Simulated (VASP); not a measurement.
A run of VASP 6.6.1:

File POSCAR:

```
BAs
1.0
    0.0000000000      2.2962405084      2.4875938840
    2.2962405084      0.0000000000      2.4875938840
    2.2962405084      2.2962405084      0.0000000000
B As
1 1
Direct
    0.0000000000      0.0000000000      0.0000000000
    0.7500000000      0.7500000000      0.7500000000
```

The input INCAR.step1:

```
ALGO = Normal
EDIFF = 1E-4
ENCUT = 520
GGA = PE
ISMEAR = 0
LASPH = True
LCHARG = False
LREAL = False
LWAVE = True
NBANDS = 11
NELM = 60
PREC = Accurate
SIGMA = 0.05
```

File INCAR.step2:

```
ALGO = Normal
EDIFF = 1E-6
ENCUT = 520
ISIF = 2
ISMEAR = 0
ISTART = 1
LASPH = True
LCHARG = False
LMIXTAU = True
LREAL = False
LWAVE = False
METAGGA = R2SCAN
NBANDS = 11
NELM = 60
PREC = Accurate
SIGMA = 0.05
```

The input KPOINTS:

```
k-points
0
Gamma
  10 10 10
```

Potentials or basis: VASP PAW PBE potentials, release 64 (B, As).

Run with:

```bash
$ cat potpaw_PBE.64/B/POTCAR potpaw_PBE.64/As/POTCAR > POTCAR
$ cp INCAR.step1 INCAR
$ mpirun -np 1 vasp_std > vasp.out
$ cp INCAR.step2 INCAR
$ mpirun -np 1 vasp_std > vasp.out
```

Hardware: 1 thread of AMD EPYC 9R45 96-Core Processor (Zen 5), on a shared host.

Q: How long does it take, and how much memory?

A: Run time: 67 s on 1 thread of AMD EPYC 9R45 96-Core Processor (Zen 5), with other jobs on the host, peak memory 0.14 GiB. Counts: k points 102.
